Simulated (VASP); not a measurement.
Input of a VASP 6.6.1 run:

File INCAR:

```
ALGO = Normal ; EDIFF = 1E-6
ENCUT = 520 ; GGA = PS
ISIF = 2 ; ISMEAR = -1
LASPH = True ; LCHARG = True
LELF = True ; LREAL = False
LVHAR = True ; LWAVE = False
NBANDS = 19 ; NELM = 100
PREC = Accurate ; SIGMA = 0.1
```

File KPOINTS:

```
k-points
0
Gamma
  11 11 6
```

File POSCAR:

```
Ti
1.0
    3.0078578261      0.0000000000      0.0000000000
   -1.5039289131      2.6048762503      0.0000000000
    0.0000000000      0.0000000000      4.7717880089
Ti
2
Direct
    0.3333333333      0.6666666667      0.2500000000
    0.6666666667      0.3333333333      0.7500000000
```

Potentials or basis: VASP PAW PBE potentials, release 64 (Ti_sv).

The run is started by

```bash
$ cat potpaw_PBE.64/Ti_sv/POTCAR > POTCAR
$ mpirun -np 1 vasp_std > vasp.out
```

**Question.** What does it give for the band gap on the k mesh?

**Answer.** Zero (band 12 reaches 8.19 eV, above the bottom of band 13 at 7.20 eV).

**Question.** Estimate the pressure.

**Answer.** -10.8 GPa.

Stress tensor (GPa, compression positive):
```
-10.67   0.00   0.00
  0.00 -10.67   0.00
  0.00   0.00 -11.09
```

Caveat: the PAW data sets were made with another functional, which shifts forces and pressure a little.
